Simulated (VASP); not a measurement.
# MnBr3 (Pm-3m) in VASP: a series of runs

The runs below take MnBr3 through single point, with PBE+U.

Program: VASP 6.6.1. These are calculated values, not measurements. Logs are shortened: lines on timing, memory, paths and dates and some standing lists are left out, and cuts for length are marked.

### Step 1. The cell of the first run

The structure is cubic, space group Pm-3m (No. 221). Conventional cell: a = 5.210 Å, b = 5.210 Å, c = 5.210 Å, α = 90.00°, β = 90.00°, γ = 90.00°. Within 3.4 Å of Mn (site symmetry m-3m) lie 6 Br at 2.60 Å. Br (site symmetry 4/mmm) has 2 Mn at 2.60 Å within 3.4 Å.

### Step 2. Single point, PBE+U, collinear spin, ferromagnetic start

Contents of INCAR:

```
PREC = Accurate
ENCUT = 520
EDIFF = 1E-7
ISMEAR = 0
SIGMA = 0.05
LREAL = False
LASPH = True
NELM = 150
ALGO = Normal
ISIF = 2
LWAVE = False
LCHARG = True
ISPIN = 2
MAGMOM = 4 0 0 0
LORBIT = 11
LMAXMIX = 4
LDAU = True
LDAUTYPE = 2
LDAUL = 2 -1
LDAUU = 3.9 0
LDAUJ = 0 0
LDAUPRINT = 1
GGA = PE
LELF = True
LVHAR = True
NBANDS = 29
```

Contents of KPOINTS:

```
Automatic mesh
0
Gamma
  3 3 3
```

Contents of POSCAR:

```
MnBr3
1.0
    5.2100000000      0.0000000000      0.0000000000
    0.0000000000      5.2100000000      0.0000000000
    0.0000000000      0.0000000000      5.2100000000
Mn Br
1 3
Direct
    0.0000000000      0.0000000000      0.0000000000
    0.5000000000      0.0000000000      0.0000000000
    0.0000000000      0.0000000000      0.5000000000
    0.0000000000      0.5000000000      0.0000000000
```

Potentials or basis: VASP PAW PBE potentials, release 64 (Mn_pv, Br).

The run is started by

```
cat potpaw_PBE.64/Mn_pv/POTCAR potpaw_PBE.64/Br/POTCAR > POTCAR
mpirun -np 1 vasp_std > vasp.out
```

OUTCAR:

```text
PREC = Accurate
   ENCUT = 520
   EDIFF = 1E-7
   ISMEAR = 0
   LREAL = False
   LASPH = True
   NELM = 150
   ISIF = 2
   ISPIN = 2
   LORBIT = 11
   GGA = PE

 ion  position               nearest neighbor table
   1  0.000  0.000  0.000-   2 2.60   3 2.60   4 2.60   3 2.60   4 2.60   2 2.60
   2  0.500  0.000  0.000-   1 2.60   1 2.60
   3  0.000  0.000  0.500-   1 2.60   1 2.60
   4  0.000  0.500  0.000-   1 2.60   1 2.60

  LATTYP: Found a simple cubic cell.
 ALAT       =     5.2100000000

  Lattice vectors:

 A1 = (   5.2100000000,   0.0000000000,   0.0000000000)
 A2 = (   0.0000000000,   5.2100000000,   0.0000000000)
 A3 = (   0.0000000000,   0.0000000000,   5.2100000000)

Analysis of symmetry for initial positions (statically):
=====================================================================
 Subroutine PRICEL returns:
 Original cell was already a primitive cell.

 Routine SETGRP: Setting up the symmetry group for a
 simple cubic supercell.

 Subroutine GETGRP returns: Found 48 space group operations
 (whereof 48 operations were pure point group operations)
 out of a pool of 48 trial point group operations.

The static configuration has the point symmetry O_h .

Analysis of symmetry for dynamics (positions and initial velocities):
=====================================================================
 Subroutine PRICEL returns:
 Original cell was already a primitive cell.

 Routine SETGRP: Setting up the symmetry group for a
 simple cubic supercell.

 Subroutine GETGRP returns: Found 48 space group operations
 (whereof 48 operations were pure point group operations)
 out of a pool of 48 trial point group operations.

The dynamic configuration has the point symmetry O_h .

Analysis of structural, dynamic, and magnetic symmetry:
=====================================================================
 Subroutine PRICEL returns:
 Original cell was already a primitive cell.

 Routine SETGRP: Setting up the symmetry group for a
 simple cubic supercell.

 Subroutine GETGRP returns: Found 48 space group operations
 (whereof 48 operations were pure point group operations)
 out of a pool of 48 trial point group operations.

The overall configuration has the point symmetry O_h .

 Subroutine INISYM returns: Found 48 space group operations
 (whereof 48 operations are pure point group operations),
 and found     1 'primitive' translations

----------------------------------------------------------------------------------------

                                     Primitive cell

  volume of cell :     141.4208

  direct lattice vectors                    reciprocal lattice vectors
     5.210000000  0.000000000  0.000000000     0.191938580  0.000000000  0.000000000
     0.000000000  5.210000000  0.000000000     0.000000000  0.191938580  0.000000000
     0.000000000  0.000000000  5.210000000     0.000000000  0.000000000  0.191938580

  length of vectors
     5.210000000  5.210000000  5.210000000     0.191938580  0.191938580  0.191938580

  position of ions in fractional coordinates (direct lattice)
     0.000000000  0.000000000  0.000000000
     0.500000000  0.000000000  0.000000000
     0.000000000  0.000000000  0.500000000
     0.000000000  0.500000000  0.000000000

  ion indices of the primitive-cell ions
   primitive index   ion index
                 1           1
                 2           2
                 3           3
                 4           4

[... 63 lines left out ...]
   EMIN   =  10.00;   EMAX   =-10.00  energy-range for DOS
   EFERMI =   0.00;   METHOD = LEGACY
   ISMEAR =     0;   SIGMA  =   0.05  broadening in eV -4-tet -1-fermi 0-gaus
   EFERMI_NEDOS =   21; number of points for ismear=-14 and -15
   IALGO  =     38    algorithm
   IMIX   =      4    mixing-type and parameters
     AMIX     =   0.40;   BMIX     =  1.00
     AMIX_MAG =   1.60;   BMIX_MAG =  1.00
  volume/ion in A,a.u.               =      35.36       238.59
  Fermi-wavevector in a.u.,A,eV,Ry     =   1.017959  1.923663 14.098895  1.036240
  Thomas-Fermi vector in A             =   2.151389
   LORBIT       =     11    0 simple, 1 ext, 2 COOP (PROOUT), +10 PAW based schemes
 LDA+U is selected, type is set to LDAUTYPE =  2
   angular momentum for each species LDAUL =     2   -1
   U (eV)           for each species LDAUU =   3.9  0.0
   J (eV)           for each species LDAUJ =   0.0  0.0
   GGA     = PE    functional components
   LHFCALC =     F    Hartree Fock is set to
   AEXX    =    0.0000 exact exchange contribution
   IVDW    =     0    specifies the selected vdW correction
   LEPSILON=     F    determine dielectric tensor
   LRPA    =     F    only Hartree local field effects (RPA)
 spin polarized calculation
 Gauss-broadening in eV      SIGMA  =   0.05
  energy-cutoff  :      520.00
  volume of cell :      141.42
 maximum number of plane-waves:      3824
 NGX is ok and might be reduce to    40
   NGX = 19   NGY = 19   NGZ = 19

atom =   1  type =  1  l = 2

 onsite density matrix

spin component  1

  0.9430 -0.0000 -0.0000 -0.0000 -0.0000
 -0.0000  0.9430 -0.0000 -0.0000 -0.0000
 -0.0000 -0.0000  0.8859 -0.0000 -0.0000
 -0.0000 -0.0000 -0.0000  0.9430 -0.0000
 -0.0000 -0.0000 -0.0000 -0.0000  0.8859

spin component  2

  0.0275 -0.0000  0.0000  0.0000  0.0000
 -0.0000  0.0275  0.0000 -0.0000 -0.0000
  0.0000  0.0000  0.0866  0.0000  0.0000
  0.0000 -0.0000  0.0000  0.0275  0.0000
  0.0000 -0.0000  0.0000  0.0000  0.0866

 occupancies and eigenvectors

  o =  0.0275  v =  0.0000  0.0000  0.0000  0.0000  0.0000  0.0000  1.0000 -0.0000  0.0021 -0.0000      0.0000  0.0000  0.0000  0.0000  0.0000  0.0000  0.0000  0.0000  0.0000  0.0000
  o =  0.0275  v =  0.0000  0.0000  0.0000  0.0000  0.0000  1.0000  0.0000  0.0000  0.0000  0.0000      0.0000  0.0000  0.0000  0.0000  0.0000  0.0000  0.0000  0.0000  0.0000  0.0000
  o =  0.0275  v =  0.0000  0.0000  0.0000  0.0000  0.0000  0.0000 -0.0021 -0.0000  1.0000  0.0000      0.0000  0.0000  0.0000  0.0000  0.0000  0.0000  0.0000  0.0000  0.0000  0.0000
  o =  0.0866  v =  0.0000  0.0000  0.0000  0.0000  0.0000  0.0000  0.0000 -0.9999 -0.0000  0.0132      0.0000  0.0000  0.0000  0.0000  0.0000  0.0000  0.0000  0.0000  0.0000  0.0000
  o =  0.0866  v =  0.0000  0.0000  0.0000  0.0000  0.0000  0.0000  0.0000  0.0132 -0.0000  0.9999      0.0000  0.0000  0.0000  0.0000  0.0000  0.0000  0.0000  0.0000  0.0000  0.0000
  o =  0.8859  v =  0.0000  0.0000  1.0000  0.0000  0.0001  0.0000  0.0000  0.0000  0.0000  0.0000      0.0000  0.0000  0.0000  0.0000  0.0000  0.0000  0.0000  0.0000  0.0000  0.0000
  o =  0.8859  v =  0.0000 -0.0000  0.0001 -0.0000 -1.0000  0.0000  0.0000  0.0000  0.0000  0.0000      0.0000  0.0000  0.0000  0.0000  0.0000  0.0000  0.0000  0.0000  0.0000  0.0000
  o =  0.9430  v =  1.0000  0.0000  0.0000  0.0000  0.0000  0.0000  0.0000  0.0000  0.0000  0.0000      0.0000  0.0000  0.0000  0.0000  0.0000  0.0000  0.0000  0.0000  0.0000  0.0000
  o =  0.9430  v =  0.0000 -0.1263 -0.0000  0.9920 -0.0000  0.0000  0.0000  0.0000  0.0000  0.0000      0.0000  0.0000  0.0000  0.0000  0.0000  0.0000  0.0000  0.0000  0.0000  0.0000
  o =  0.9430  v =  0.0000  0.9920 -0.0000  0.1263 -0.0000  0.0000  0.0000  0.0000  0.0000  0.0000      0.0000  0.0000  0.0000  0.0000  0.0000  0.0000  0.0000  0.0000  0.0000  0.0000

 number of electron      33.9999972 magnetization       3.9999992

 Free energy of the ion-electron system (eV)
  ---------------------------------------------------
  ext. energy  EPLUGINS =         0.00000000
  ---------------------------------------------------
  free energy    TOTEN  =       -14.37771872 eV

  energy without entropy =      -14.37487017  energy(sigma->0) =      -14.37629445

 E-fermi :  -0.8119     XC(G=0):  -7.3722

 val. band max:       -0.9732878019   @ k =   0.3333   0.3333   0.3333
 cond. band min:      -0.7522209770   @ k =   0.3333   0.3333   0.3333
 fundamental gap:      0.2210668249
 Fermi energy:        -0.8119189506

 spin component 1

 k-point     1 :       0.0000    0.0000    0.0000
  band No.  band energies     occupation
      1     -51.3418      1.00000
      2     -51.3418      1.00000
      3     -51.3418      1.00000
      4     -14.9875      1.00000
      5     -14.2182      1.00000
      6     -14.2182      1.00000
[... 117 lines left out ...]
     28       9.2931      0.00000
     29      10.1377      0.00000
 Fermi energy:        -0.8119189506

 spin component 2

 k-point     1 :       0.0000    0.0000    0.0000
  band No.  band energies     occupation
      1     -46.6073      1.00000
      2     -46.6073      1.00000
      3     -46.6073      1.00000
      4     -15.1225      1.00000
      5     -14.3387      1.00000
      6     -14.3387      1.00000
[... 117 lines left out ...]
     28       9.8131      0.00000
     29      10.2558      0.00000

------------------------ aborting loop because EDIFF is reached ----------------------------------------

  FORCE on cell =-STRESS in cart. coord.  units (eV):
  Direction    XX          YY          ZZ          XY          YZ          ZX
  --------------------------------------------------------------------------------------
  -------------------------------------------------------------------------------------
  Total        0.2576342      0.2576342      0.2576342     -0.0000000      0.0000000     -0.0000000
  in kB        2.9187766      2.9187766      2.9187766     -0.0000000      0.0000000     -0.0000000
  external PRESSURE =       2.9187766 kB  Pullay stress =       0.0000000 kB

 VOLUME and BASIS-vectors are now :
 -----------------------------------------------------------------------------
  energy-cutoff  :      520.00
  volume of cell :      141.42
      direct lattice vectors                 reciprocal lattice vectors
     5.210000000  0.000000000  0.000000000     0.191938580  0.000000000  0.000000000
     0.000000000  5.210000000  0.000000000     0.000000000  0.191938580  0.000000000
     0.000000000  0.000000000  5.210000000     0.000000000  0.000000000  0.191938580

 POSITION                                       TOTAL-FORCE (eV/Angst)
 -----------------------------------------------------------------------------------
      0.00000      0.00000      0.00000         0.000000      0.000000      0.000000
      2.60500      0.00000      0.00000         0.000000      0.000000      0.000000
      0.00000      0.00000      2.60500         0.000000      0.000000      0.000000
      0.00000      2.60500      0.00000         0.000000      0.000000      0.000000
 -----------------------------------------------------------------------------------
    total drift:                               -0.000000     -0.000000     -0.000000

  FREE ENERGIE OF THE ION-ELECTRON SYSTEM (eV)
  ---------------------------------------------------
  free  energy   TOTEN  =       -14.3777187225 eV

  energy  without entropy=      -14.3748701697  energy(sigma->0) =      -14.37629445

 total charge

# of ion       s       p       d       tot
------------------------------------------
    1        0.223   6.172   4.839  11.235
    2        1.614   3.215   0.011   4.840
    3        1.614   3.215   0.011   4.840
    4        1.614   3.215   0.011   4.840
--------------------------------------------------
tot          5.065  15.816   4.873  25.754

 magnetization (x)

# of ion       s       p       d       tot
------------------------------------------
    1        0.045   0.031   4.336   4.413
    2       -0.000  -0.171   0.004  -0.167
    3       -0.000  -0.171   0.004  -0.167
    4       -0.000  -0.171   0.004  -0.167
--------------------------------------------------
tot          0.044  -0.481   4.350   3.913
```

It took 49 s on 1 thread of Intel Xeon Platinum 8375C at 2.90GHz (Ice Lake), shared host; peak memory 0.27 GiB.

What came out:

| Item | Value |
| --- | --- |
| Free energy | -14.3777 eV |
| Pressure | 0.3 GPa |
| Band gap on the k mesh | zero (filled and empty bands overlap) |
| Net moment | 4.00 μB per cell |
| Site moments | Mn +4.41; Br -0.17 μB |
| Valence electrons inside the program's atomic spheres | Mn 11.23; Br 4.84 |

Eigenvalues of the final occupation matrices:
```
    site  spin  trace               eigenvalues
site 1 d     1   4.60  0.89 0.89 0.94 0.94 0.94
site 1 d     2   0.26  0.03 0.03 0.03 0.09 0.09
```

Caveat: the k points lie up to 0.40 Å⁻¹ apart.

### Step 3. Single point, PBE+U, collinear spin, ferromagnetic start

Contents of INCAR:

```
SYSTEM = MnBr3
ALGO     = Normal         ! electronic algorithm
EDIFF    = 1E-7           ! SCF threshold, eV
ENCUT    = 520            ! plane-wave cutoff, eV
GGA      = PE             ! functional
ISIF     = 2              ! what is computed and relaxed
ISMEAR   = 0              ! smearing method
ISPIN    = 2              ! spin polarisation
LASPH    = .TRUE.         ! aspherical terms in the spheres
LCHARG   = .FALSE.        ! write CHGCAR
LDAU     = .TRUE.         ! DFT+U
LDAUJ    = 0 0          
LDAUL    = 2 -1           ! shell
LDAUPRINT= 1            
LDAUTYPE = 2            
LDAUU    = 3.9 0          ! U, eV
LMAXMIX  = 4              ! l up to which the mixer works
LORBIT   = 11             ! projections on sites
LREAL    = .FALSE.        ! projectors in reciprocal space
LWAVE    = .FALSE.        ! write WAVECAR
MAGMOM   = 4 0 0 0        ! initial moments
NBANDS   = 29             ! bands
NELM     = 150            ! most SCF steps
PREC     = Accurate       ! precision mode
SIGMA    = 0.05           ! smearing width, eV
```

Contents of KPOINTS:

```
k-points
0
G
  4 4 4
  0 0 0
```

POSCAR is that of step 2.

Potentials or basis: VASP PAW PBE potentials, release 64 (Mn_pv, Br).

The run is started by

```
cat potpaw_PBE.64/Mn_pv/POTCAR potpaw_PBE.64/Br/POTCAR > POTCAR
mpirun -np 1 vasp_std > vasp.out
```

Run time: 88 s. Hardware: 1 thread of Intel Xeon Platinum 8375C at 2.90GHz (Ice Lake), shared host; peak memory 0.31 GiB.

The run converged. Its results:

```yaml
Free_energy: -14.3529 eV
Pressure: 0.4 GPa
Net_moment: 4.38 μB per cell
Site_moments: Mn +4.42; Br -0.07 μB
Valence_electrons_inside_the_program's_atomic_spheres: Mn 11.24; Br 4.84
```

Levels at points of the mesh, in eV from the Fermi level:
Spin up:
| k point | band 17 | band 18 | band 19 | band 20 | band 21 | band 22 |
| --- | --- | --- | --- | --- | --- | --- |
| (0.00, 0.00, 0.00) | -0.63 | -0.38 | -0.38 | -0.38 | 2.39 | 5.81 |
| (0.50, 0.00, 0.00) | -0.76 | -0.76 | -0.48 | -0.48 | 5.44 | 7.59 |
| (0.50, 0.50, 0.00) | -0.74 | -0.74 | 0.19 | 0.74 | 7.14 | 7.14 |
| (0.50, 0.50, 0.50) | 0.19 | 0.19 | 0.76 | 0.76 | 6.16 | 6.16 |
Spin down:
```csv
k point,band 13,band 14,band 15,band 16,band 17,band 18
"(0.00, 0.00, 0.00)",-0.44,-0.44,-0.44,3.03,3.03,3.03
"(0.50, 0.00, 0.00)",-0.83,-0.52,-0.52,3.05,3.22,3.38
"(0.50, 0.50, 0.00)",-1.17,-1.17,0.16,3.27,3.75,3.75
"(0.50, 0.50, 0.50)",0.17,0.17,0.17,4.00,4.00,4.00
```

Eigenvalues of the final occupation matrices:
```
    site  spin  trace               eigenvalues
site 1 d     1   4.61  0.89 0.89 0.94 0.94 0.94
site 1 d     2   0.26  0.03 0.03 0.03 0.09 0.09
```

The state reached can hang on the start; a lower one may exist.
